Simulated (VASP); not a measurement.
# Os (Fm-3m) in VASP: single point with PBEsol

Aim: the single point of Os with PBEsol.

Program: VASP 6.6.1. These are calculated values, not measurements. Logs are shortened: lines on timing, memory, paths and dates and some standing lists are left out, and cuts for length are marked.

### Step 1. The cell of the first run

The structure is cubic, space group Fm-3m (No. 225). The conventional cell has a = 3.890 Å, b = 3.890 Å, c = 3.890 Å, α = 90.00°, β = 90.00°, γ = 90.00°. Os (site symmetry m-3m) has 12 Os at 2.75 Å within 3.6 Å.

This isn't the form of Os at room conditions, which is hcp.

### Step 2. Single point, PBEsol

Input file INCAR:

```
  PREC = Accurate
  ENCUT = 600
  EDIFF = 1E-6
  ISMEAR = -1
  SIGMA = 0.15
  LREAL = F
  LASPH = T
  NELM = 120
  ALGO = Normal
  ISIF = 2
  LWAVE = F
  LCHARG = T
  GGA = PS
  LELF = T
  LVHAR = T
  NBANDS = 10
  GGA_COMPAT = F
```

Input file KPOINTS:

```
regular mesh
0
Gamma
  13 13 13
```

Input file POSCAR:

```
Os
1.0
    0.0000000000      1.9450000000      1.9450000000
    1.9450000000      0.0000000000      1.9450000000
    1.9450000000      1.9450000000      0.0000000000
Os
1
Direct
    0.0000000000      0.0000000000      0.0000000000
```

Potentials or basis: VASP PAW PBE potentials, release 64 (Os).

Launch:

```console
cat potpaw_PBE.64/Os/POTCAR > POTCAR
mpirun -np 1 vasp_std > vasp.out
```

OUTCAR:

```text
PREC = Accurate
   ENCUT = 600
   EDIFF = 1E-6
   ISMEAR = -1
   LREAL = F
   LASPH = T
   NELM = 120
   ISIF = 2
   GGA = PS

 ion  position               nearest neighbor table
   1  0.000  0.000  0.000-

  LATTYP: Found a face centered cubic cell.
 ALAT       =     3.8900000000

  Lattice vectors:

 A1 = (   0.0000000000,   1.9450000000,   1.9450000000)
 A2 = (   1.9450000000,   0.0000000000,   1.9450000000)
 A3 = (   1.9450000000,   1.9450000000,   0.0000000000)

Analysis of symmetry for initial positions (statically):
=====================================================================
 Subroutine PRICEL returns:
 Original cell was already a primitive cell.

 Routine SETGRP: Setting up the symmetry group for a
 face centered cubic supercell.

 Subroutine GETGRP returns: Found 48 space group operations
 (whereof 48 operations were pure point group operations)
 out of a pool of 48 trial point group operations.

The static configuration has the point symmetry O_h .

Analysis of symmetry for dynamics (positions and initial velocities):
=====================================================================
 Subroutine PRICEL returns:
 Original cell was already a primitive cell.

 Routine SETGRP: Setting up the symmetry group for a
 face centered cubic supercell.

 Subroutine GETGRP returns: Found 48 space group operations
 (whereof 48 operations were pure point group operations)
 out of a pool of 48 trial point group operations.

The dynamic configuration has the point symmetry O_h .

 Subroutine INISYM returns: Found 48 space group operations
 (whereof 48 operations are pure point group operations),
 and found     1 'primitive' translations

----------------------------------------------------------------------------------------

                                     Primitive cell

  volume of cell :      14.7160

  direct lattice vectors                    reciprocal lattice vectors
     0.000000000  1.945000000  1.945000000    -0.257069409  0.257069409  0.257069409
     1.945000000  0.000000000  1.945000000     0.257069409 -0.257069409  0.257069409
     1.945000000  1.945000000  0.000000000     0.257069409  0.257069409 -0.257069409

  length of vectors
     2.750645379  2.750645379  2.750645379     0.445257277  0.445257277  0.445257277
[... 79 lines left out ...]
   EDIFF  = 0.1E-05   stopping-criterion for ELM
   LREAL  =      F    real-space projection
   EDIFFG = 0.1E-04   stopping-criterion for IOM
   NSW    =      0    number of steps for IOM
   IBRION =     -1    ionic relax: 0-MD 1-quasi-New 2-CG
   NFREE  =      0    steps in history (QN), initial steepest desc. (CG)
   ISIF   =      2    stress and relaxation
   ISYM   =      2    0-nonsym 1-usesym 2-fastsym
   POTIM  = 0.5000    time-step for ionic-motion
   TEBEG  =    0.0;   TEEND  =   0.0 temperature during run
   PSTRESS=    0.0 pullay stress
   NELECT =       8.0000    total number of electrons
   NUPDOWN=      -1.0000    fix difference up-down
   EMIN   =  10.00;   EMAX   =-10.00  energy-range for DOS
   EFERMI =   0.00;   METHOD = LEGACY
   ISMEAR =    -1;   SIGMA  =   0.15  broadening in eV -4-tet -1-fermi 0-gaus
   EFERMI_NEDOS =   21; number of points for ismear=-14 and -15
   IALGO  =     38    algorithm
   IMIX   =      4    mixing-type and parameters
     AMIX     =   0.40;   BMIX     =  1.00
     AMIX_MAG =   1.60;   BMIX_MAG =  1.00
  volume/ion in A,a.u.               =      14.72        99.31
  Fermi-wavevector in a.u.,A,eV,Ry     =   1.336109  2.524880 24.288947  1.785187
  Thomas-Fermi vector in A             =   2.464761
   LORBIT       =      0    0 simple, 1 ext, 2 COOP (PROOUT), +10 PAW based schemes
   GGA     = PS    functional components
   LHFCALC =     F    Hartree Fock is set to
   AEXX    =    0.0000 exact exchange contribution
   IVDW    =     0    specifies the selected vdW correction
   LEPSILON=     F    determine dielectric tensor
   LRPA    =     F    only Hartree local field effects (RPA)
 non-spin polarized calculation
  energy-cutoff  :      600.00
  volume of cell :       14.72
 maximum number of plane-waves:       531
 NGX is ok and might be reduce to    24
   NGX = 11   NGY = 11   NGZ = 11

 number of electron       8.0000000 magnetization

 Free energy of the ion-electron system (eV)
  ---------------------------------------------------
  ext. energy  EPLUGINS =         0.00000000
  ---------------------------------------------------
  free energy    TOTEN  =       -12.07629672 eV

  energy without entropy =      -12.00413246  energy(sigma->0) =      -12.04021459

 E-fermi :   8.4816     XC(G=0): -13.8639

 val. band max:        8.4680637313   @ k =  -0.4615   0.4615   0.0769
 cond. band min:       8.4818916390   @ k =   0.0000   0.0000   0.0000
 fundamental gap:      0.0138279077
 Fermi energy:         8.4815682808

 k-point     1 :       0.0000    0.0000    0.0000
  band No.  band energies     occupation
      1      -1.9832      2.00000
      2       5.6424      2.00000
      3       5.6424      2.00000
      4       5.6424      2.00000
      5       8.4819      0.99892
      6       8.4819      0.99892
      7      22.7297      0.00000
      8      28.2364      0.00000
      9      28.2364      0.00000
     10      28.2364      0.00000
[... 287 lines left out ...]
 k-point    24 :       0.4615    0.1538    0.0000
  band No.  band energies     occupation
      1       1.9206      2.00000
      2       4.7598      2.00000
      3       5.7650      2.00000
      4       6.4399      2.00000
      5      10.7972      0.00000
      6      11.6906      0.00000
      7      17.9160      0.00000
      8      24.1758      0.00000
      9      27.1357      0.00000
     10      28.6268      0.00000

 [... further k-points ...]

------------------------ aborting loop because EDIFF is reached ----------------------------------------

  FORCE on cell =-STRESS in cart. coord.  units (eV):
  Direction    XX          YY          ZZ          XY          YZ          ZX
  --------------------------------------------------------------------------------------
  -------------------------------------------------------------------------------------
  Total       -1.7743207     -1.7743207     -1.7743207     -0.0000000      0.0000000      0.0000000
  in kB     -193.1763215   -193.1763215   -193.1763215     -0.0000000      0.0000000      0.0000000
  external PRESSURE =    -193.1763215 kB  Pullay stress =       0.0000000 kB

 VOLUME and BASIS-vectors are now :
 -----------------------------------------------------------------------------
  energy-cutoff  :      600.00
  volume of cell :       14.72
      direct lattice vectors                 reciprocal lattice vectors
     0.000000000  1.945000000  1.945000000    -0.257069409  0.257069409  0.257069409
     1.945000000  0.000000000  1.945000000     0.257069409 -0.257069409  0.257069409
     1.945000000  1.945000000  0.000000000     0.257069409  0.257069409 -0.257069409

 POSITION                                       TOTAL-FORCE (eV/Angst)
 -----------------------------------------------------------------------------------
      0.00000      0.00000      0.00000         0.000000     -0.000000     -0.000000
 -----------------------------------------------------------------------------------
    total drift:                               -0.000000      0.000000     -0.000000

  FREE ENERGIE OF THE ION-ELECTRON SYSTEM (eV)
  ---------------------------------------------------
  free  energy   TOTEN  =       -12.0762967192 eV

  energy  without entropy=      -12.0041324593  energy(sigma->0) =      -12.04021459
```

stdout:

```text
POSCAR found type information on POSCAR Os
 POSCAR found :  1 types and       1 ions
 scaLAPACK will be used
 -----------------------------------------------------------------------------
|                                                                             |
|                                                                             |
|     You enforced a specific xc type in the INCAR file but a different       |
|     I HOPE YOU KNOW WHAT YOU ARE DOING!                                     |
|                                                                             |
 -----------------------------------------------------------------------------

 LDA part: xc-table for (Slater+PW92), standard interpolation
 POSCAR, INCAR and KPOINTS ok, starting setup
 FFT: planning ... GRIDC
 FFT: planning ... GRID_SOFT
 FFT: planning ... GRID
 WAVECAR not read
 entering main loop
```

Run time: 31 s. Hardware: 1 thread of AMD EPYC 7R43 (Zen 3), shared host; peak memory 0.11 GiB.

Results:

- Free energy: -12.0763 eV
- Pressure: -19.3 GPa
- Band gap on the k mesh: zero (bands 4 and 5 overlap by 3.34 eV)

Caveat: the cell stands under tension; the PAW data sets were made with another functional, which shifts forces and pressure a little; spin-orbit coupling is left out, which moves the levels of the heavy elements.
